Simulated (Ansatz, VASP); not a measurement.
## One calculation of Zn, two programs

File INCAR:

```
SYSTEM = Zn
ALGO = Fast
EDIFF = 1E-7
ENCUT = 520
GGA = PS
ISIF = 2
ISMEAR = 0
LASPH = .True.
LCHARG = .False.
LREAL = .False.
LWAVE = .False.
NBANDS = 12
NELM = 60
PREC = Accurate
SIGMA = 0.15
```

KPOINTS

```
k-points
0
Gamma
  20 20 20
  0 0 0
```

File POSCAR:

```
Zn
1.0
   -1.4841722663      1.5300745013      1.4994730113
    1.4841722663     -1.5300745013      1.4994730113
    1.4841722663      1.5300745013     -1.4994730113
Zn
1
Direct
    0.0000000000      0.0000000000      0.0000000000
```

Input for Ansatz:

```yaml
crystal:
  lattice:
    - [-1.4841722663, 1.5300745013, 1.4994730113]
    - [1.4841722663, -1.5300745013, 1.4994730113]
    - [1.4841722663, 1.5300745013, -1.4994730113]
  atoms:
    - { symbol: Zn, position: [0.0, 0.0, 0.0] }
basis:
  ecutwfc: 520.0
kpoints:
  mp_grid: { grid: [20, 20, 20] }
hamiltonian:
  xc: pbesol
scf:
  occupations: { method: gaussian, width: 0.15 }
output:
  forces: true
  stress: true
  eigenvalues: true
```

Change from the starting cell: normal strain along x -0.0300, normal strain along z -0.0200.

Alike in both runs: task single point; functional PBEsol; k mesh 20 × 20 × 20; occupations gaussian, width 0.15 eV; no spin polarisation.

```csv
,VASP,Ansatz
version,VASP 6.6.1,Ansatz 0.2.0
potentials or method,"VASP PAW PBE potentials, release 64 (Zn), cutoff 520 eV","scalar-relativistic, plane waves, PAW"
valence electrons in the cell,12,12
```

```csv
,VASP,Ansatz,Ansatz less VASP
gap on the k mesh at the Fermi level (eV),none,none,-
pressure (GPa),5.1,4.6,-0.56
"traceless stress, the component that is largest in VASP (GPa)",0.76,0.78,+0.018
```

VASP's potentials were made for PBE, not for PBEsol. A gap of «none» marks a metal or a gap that the smearing closes.
